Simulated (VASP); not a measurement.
# Si (Fd-3m) in VASP: single point with PBE

Aim: the single point of Si with PBE.

Program: VASP 6.6.1. These are calculated values, not measurements. Logs are shortened: lines on timing, memory, paths and dates and some standing lists are left out, and cuts for length are marked.

**1. The cell of the first run**

The structure is cubic, space group Fd-3m (No. 227). Conventional cell: a = 5.470 Å, b = 5.470 Å, c = 5.470 Å, α = 90.00°, β = 90.00°, γ = 90.00°. Si (site symmetry -43m) has 4 Si at 2.37 Å within 3.1 Å.

**2. Single point, PBE**

The input, INCAR:

```
SYSTEM = Si
PREC = Accurate ; ENCUT = 500
EDIFF = 1E-6 ; ISMEAR = 0
SIGMA = 0.02 ; LREAL = .False.
LASPH = .True. ; NELM = 120
ALGO = Normal ; ISIF = 2
LWAVE = .False. ; LCHARG = .False.
GGA = PE ; NBANDS = 11
GGA_COMPAT = .False.
```

The input, KPOINTS:

```
regular mesh
0
Gamma
  10 10 10
  0 0 0
```

The input, POSCAR:

```
Si
1.0
    0.0000000000      2.7349661885      2.7349661885
    2.7349661885      0.0000000000      2.7349661885
    2.7349661885      2.7349661885      0.0000000000
Si
2
Direct
    0.0000000000      0.0000000000      0.0000000000
    0.2500000000      0.2500000000      0.2500000000
```

Potentials or basis: VASP PAW PBE potentials, release 64 (Si).

Started as:

```sh
$ cat potpaw_PBE.64/Si/POTCAR > POTCAR
$ mpirun -np 1 vasp_std > vasp.out
```

OUTCAR:

```text
SYSTEM = Si
   PREC = Accurate
   ENCUT = 500
   EDIFF = 1E-6
   ISMEAR = 0
   LREAL = .False.
   LASPH = .True.
   NELM = 120
   ISIF = 2
   GGA = PE

 ion  position               nearest neighbor table
   1  0.000  0.000  0.000-   2 2.37   2 2.37   2 2.37   2 2.37
   2  0.250  0.250  0.250-   1 2.37   1 2.37   1 2.37   1 2.37

  LATTYP: Found a face centered cubic cell.
 ALAT       =     5.4699323770

  Lattice vectors:

 A1 = (   0.0000000000,   2.7349661885,   2.7349661885)
 A2 = (   2.7349661885,   0.0000000000,   2.7349661885)
 A3 = (   2.7349661885,   2.7349661885,   0.0000000000)

Analysis of symmetry for initial positions (statically):
=====================================================================
 Subroutine PRICEL returns:
 Original cell was already a primitive cell.

 Routine SETGRP: Setting up the symmetry group for a
 face centered cubic supercell.

 Subroutine GETGRP returns: Found 48 space group operations
 (whereof 24 operations were pure point group operations)
 out of a pool of 48 trial point group operations.

The static configuration has the point symmetry T_d .
 The point group associated with its full space group is O_h .

Analysis of symmetry for dynamics (positions and initial velocities):
=====================================================================
 Subroutine PRICEL returns:
 Original cell was already a primitive cell.

 Routine SETGRP: Setting up the symmetry group for a
 face centered cubic supercell.

 Subroutine GETGRP returns: Found 48 space group operations
 (whereof 24 operations were pure point group operations)
 out of a pool of 48 trial point group operations.

The dynamic configuration has the point symmetry T_d .
 The point group associated with its full space group is O_h .

 Subroutine INISYM returns: Found 48 space group operations
 (whereof 24 operations are pure point group operations),
 and found     1 'primitive' translations

----------------------------------------------------------------------------------------

                                     Primitive cell

  volume of cell :      40.9153

  direct lattice vectors                    reciprocal lattice vectors
     0.000000000  2.734966189  2.734966189    -0.182817617  0.182817617  0.182817617
     2.734966189  0.000000000  2.734966189     0.182817617 -0.182817617  0.182817617
     2.734966189  2.734966189  0.000000000     0.182817617  0.182817617 -0.182817617

  length of vectors
     3.867826276  3.867826276  3.867826276     0.316649400  0.316649400  0.316649400

  position of ions in fractional coordinates (direct lattice)
     0.000000000  0.000000000  0.000000000
     0.250000000  0.250000000  0.250000000

  ion indices of the primitive-cell ions
   primitive index   ion index
                 1           1
                 2           2

----------------------------------------------------------------------------------------

 KPOINTS: regular mesh

Automatic generation of k-mesh.
 Grid dimensions read from file:
 generate k-points for:   10   10   10

 Generating k-lattice:

  Cartesian coordinates                     Fractional coordinates (reciprocal lattice)
    -0.018281762  0.018281762  0.018281762     0.100000000  0.000000000  0.000000000
     0.018281762 -0.018281762  0.018281762     0.000000000  0.100000000  0.000000000
     0.018281762  0.018281762 -0.018281762     0.000000000  0.000000000  0.100000000

  Length of vectors
     0.031664940  0.031664940  0.031664940

  Shift w.r.t. Gamma in fractional coordinates (k-lattice)
     0.000000000  0.000000000  0.000000000

 Subroutine IBZKPT returns following result:
 ===========================================

 Found     47 irreducible k-points:

 Following reciprocal coordinates:
            Coordinates               Weight
  0.000000  0.000000  0.000000      1.000000
  0.100000  0.000000  0.000000      8.000000
  0.200000  0.000000  0.000000      8.000000
  0.300000  0.000000  0.000000      8.000000
  0.400000  0.000000  0.000000      8.000000
  0.500000  0.000000  0.000000      4.000000
[... 16 lines left out ...]
  0.300000  0.300000  0.000000      6.000000
  0.400000  0.300000  0.000000     24.000000
 [... further k-points ...]
   k-points           NKPTS =     47   k-points in BZ     NKDIM =     47   number of bands    NBANDS=     11
   number of dos      NEDOS =    301   number of ions     NIONS =      2
   total plane-waves  NPLWV =  21952
   dimension x,y,z NGX =    28 NGY =   28 NGZ =   28
   dimension x,y,z NGXF=    56 NGYF=   56 NGZF=   56
   ions per type =               2
   NGX,Y,Z   is equivalent  to a cutoff of  12.03, 12.03, 12.03 a.u.
   NGXF,Y,Z  is equivalent  to a cutoff of  24.07, 24.07, 24.07 a.u.
 SYSTEM =  Si
   PREC   = accura    normal or accurate (medium, high low for compatibility)
   ISTART =      0    job   : 0-new  1-cont  2-samecut
   ICHARG =      2    charge: 1-file 2-atom 10-const
   ISPIN  =      1    spin polarized calculation?
   LNONCOLLINEAR =      F non collinear calculations
   LSORBIT =      F    spin-orbit coupling
   LASPH  =      T    aspherical Exc in radial PAW
   ENCUT  =  500.0 eV  36.75 Ry    6.06 a.u.   7.05  7.05  7.05*2*pi/ulx,y,z
   NELM   =    120;   NELMIN=  2; NELMDL= -5     # of ELM steps
   EDIFF  = 0.1E-05   stopping-criterion for ELM
   LREAL  =      F    real-space projection
   EDIFFG = 0.1E-04   stopping-criterion for IOM
   NSW    =      0    number of steps for IOM
   IBRION =     -1    ionic relax: 0-MD 1-quasi-New 2-CG
   NFREE  =      0    steps in history (QN), initial steepest desc. (CG)
   ISIF   =      2    stress and relaxation
   ISYM   =      2    0-nonsym 1-usesym 2-fastsym
   POTIM  = 0.5000    time-step for ionic-motion
   TEBEG  =    0.0;   TEEND  =   0.0 temperature during run
   PSTRESS=    0.0 pullay stress
   NELECT =       8.0000    total number of electrons
   NUPDOWN=      -1.0000    fix difference up-down
   EMIN   =  10.00;   EMAX   =-10.00  energy-range for DOS
   EFERMI =   0.00;   METHOD = LEGACY
   ISMEAR =     0;   SIGMA  =   0.02  broadening in eV -4-tet -1-fermi 0-gaus
   EFERMI_NEDOS =   21; number of points for ismear=-14 and -15
   IALGO  =     38    algorithm
   IMIX   =      4    mixing-type and parameters
     AMIX     =   0.40;   BMIX     =  1.00
     AMIX_MAG =   1.60;   BMIX_MAG =  1.00
  volume/ion in A,a.u.               =      20.46       138.06
  Fermi-wavevector in a.u.,A,eV,Ry     =   0.950188  1.795595 12.284118  0.902857
  Thomas-Fermi vector in A             =   2.078541
   LORBIT       =      0    0 simple, 1 ext, 2 COOP (PROOUT), +10 PAW based schemes
   GGA     = PE    functional components
   LHFCALC =     F    Hartree Fock is set to
   AEXX    =    0.0000 exact exchange contribution
   IVDW    =     0    specifies the selected vdW correction
   LEPSILON=     F    determine dielectric tensor
   LRPA    =     F    only Hartree local field effects (RPA)
 non-spin polarized calculation
 Gauss-broadening in eV      SIGMA  =   0.02
  energy-cutoff  :      500.00
  volume of cell :       40.92
 maximum number of plane-waves:      1056
   NGX = 15   NGY = 15   NGZ = 15

 number of electron       8.0000000 magnetization

 Free energy of the ion-electron system (eV)
  ---------------------------------------------------
  ext. energy  EPLUGINS =         0.00000000
  ---------------------------------------------------
  free energy    TOTEN  =       -10.84918367 eV

  energy without entropy =      -10.84918367  energy(sigma->0) =      -10.84918367

 E-fermi :   5.7090     XC(G=0):  -9.3248

 val. band max:        5.6094170035   @ k =   0.0000   0.0000   0.0000
 cond. band min:       6.2283926410   @ k =   0.4000   0.4000   0.0000
 fundamental gap:      0.6189756376
 Fermi energy:         5.7090443175

 k-point     1 :       0.0000    0.0000    0.0000
  band No.  band energies     occupation
      1      -6.2008      2.00000
      2       5.6094      2.00000
      3       5.6094      2.00000
      4       5.6094      2.00000
      5       8.1661      0.00000
      6       8.1661      0.00000
      7       8.1661      0.00000
      8       8.7357      0.00000
      9      13.3184      0.00000
     10      13.3184      0.00000
     11      13.4840      0.00000

 k-point     2 :       0.1000    0.0000    0.0000
  band No.  band energies     occupation
      1      -6.0723      2.00000
      2       4.4674      2.00000
      3       5.4158      2.00000
      4       5.4158      2.00000
      5       8.1305      0.00000
      6       8.4517      0.00000
      7       8.4517      0.00000
      8       9.7075      0.00000
      9      12.9688      0.00000
     10      12.9688      0.00000
     11      14.0135      0.00000

 k-point     3 :       0.2000    0.0000    0.0000
  band No.  band energies     occupation
      1      -5.6931      2.00000
      2       2.6283      2.00000
      3       5.0423      2.00000
      4       5.0423      2.00000
      5       7.7597      0.00000
      6       8.9534      0.00000
      7       8.9534      0.00000
      8      11.4823      0.00000
      9      12.6582      0.00000
     10      12.6582      0.00000
     11      14.6828      0.00000

 k-point     4 :       0.3000    0.0000    0.0000
  band No.  band energies     occupation
      1      -5.0901      2.00000
      2       0.8712      2.00000
      3       4.7123      2.00000
      4       4.7123      2.00000
      5       7.3960      0.00000
      6       9.1343      0.00000
      7       9.1343      0.00000
      8      13.1053      0.00000
      9      13.1832      0.00000
     10      13.1832      0.00000
     11      14.4292      0.00000

 k-point     5 :       0.4000    0.0000    0.0000
  band No.  band energies     occupation
      1      -4.3609      2.00000
      2      -0.5762      2.00000
      3       4.5025      2.00000
      4       4.5025      2.00000
      5       7.1561      0.00000
      6       9.0303      0.00000
      7       9.0303      0.00000
      8      13.4132      0.00000
      9      14.5446      0.00000
     10      14.5446      0.00000
     11      15.5164      0.00000
[... 211 lines left out ...]
 k-point    21 :      -0.3000    0.2000    0.0000
  band No.  band energies     occupation
      1      -4.1757      2.00000
      2      -0.0488      2.00000
      3       2.2276      2.00000
      4       4.3191      2.00000
      5       8.0493      0.00000
      6      10.1131      0.00000
      7      10.1695      0.00000
      8      12.2238      0.00000
      9      12.4218      0.00000
     10      15.0584      0.00000
     11      17.4277      0.00000

 k-point    22 :      -0.2000    0.2000    0.0000
  band No.  band energies     occupation
      1      -4.8780      2.00000
      2       1.1637      2.00000
      3       2.6782      2.00000
      4       4.7789      2.00000
      5       8.4589      0.00000
      6       9.5742      0.00000
      7       9.8776      0.00000
      8      11.2635      0.00000
      9      11.7416      0.00000
     10      16.2080      0.00000
     11      16.2280      0.00000

 k-point    23 :       0.3000    0.3000    0.0000
  band No.  band energies     occupation
      1      -4.6802      2.00000
      2       1.2056      2.00000
      3       3.4287      2.00000
      4       3.4287      2.00000
      5       6.4997      0.00000
      6       8.0464      0.00000
      7      12.1782      0.00000
      8      12.1782      0.00000
      9      14.5100      0.00000
     10      15.0317      0.00000
     11      17.9225      0.00000

 k-point    24 :       0.4000    0.3000    0.0000
  band No.  band energies     occupation
      1      -4.0794      2.00000
      2       0.2176      2.00000
      3       2.8179      2.00000
      4       3.2272      2.00000
      5       6.6871      0.00000
      6       7.8757      0.00000
      7      12.4615      0.00000
      8      12.6028      0.00000
      9      16.0167      0.00000
     10      16.1434      0.00000
     11      17.6260      0.00000

 [... further k-points ...]

------------------------ aborting loop because EDIFF is reached ----------------------------------------

  FORCE on cell =-STRESS in cart. coord.  units (eV):
  Direction    XX          YY          ZZ          XY          YZ          ZX
  --------------------------------------------------------------------------------------
  -------------------------------------------------------------------------------------
  Total       -0.0158808     -0.0158808     -0.0158808     -0.0000000      0.0000000     -0.0000000
  in kB       -0.6218653     -0.6218653     -0.6218653     -0.0000000      0.0000000     -0.0000000
  external PRESSURE =      -0.6218653 kB  Pullay stress =       0.0000000 kB

 VOLUME and BASIS-vectors are now :
 -----------------------------------------------------------------------------
  energy-cutoff  :      500.00
  volume of cell :       40.92
      direct lattice vectors                 reciprocal lattice vectors
     0.000000000  2.734966189  2.734966189    -0.182817617  0.182817617  0.182817617
     2.734966189  0.000000000  2.734966189     0.182817617 -0.182817617  0.182817617
     2.734966189  2.734966189  0.000000000     0.182817617  0.182817617 -0.182817617

 POSITION                                       TOTAL-FORCE (eV/Angst)
 -----------------------------------------------------------------------------------
      0.00000      0.00000      0.00000         0.000000      0.000000      0.000000
      1.36748      1.36748      1.36748        -0.000000     -0.000000     -0.000000
 -----------------------------------------------------------------------------------
    total drift:                                0.000000      0.000000     -0.000000

  FREE ENERGIE OF THE ION-ELECTRON SYSTEM (eV)
  ---------------------------------------------------
  free  energy   TOTEN  =       -10.8491836673 eV

  energy  without entropy=      -10.8491836673  energy(sigma->0) =      -10.84918367
```

Run time: 6 s. Hardware: 1 thread of Intel Xeon 6975P-C (Granite Rapids), shared host; peak memory 0.15 GiB.

Results:

```yaml
Free_energy: -10.8492 eV
Pressure: -0.1 GPa
Band_gap_on_the_k_mesh: 0.62 eV, indirect (least direct gap 2.56 eV)
```

A k mesh can miss the band edges. A hybrid or GW would open this gap; PBE tends to underestimate it.
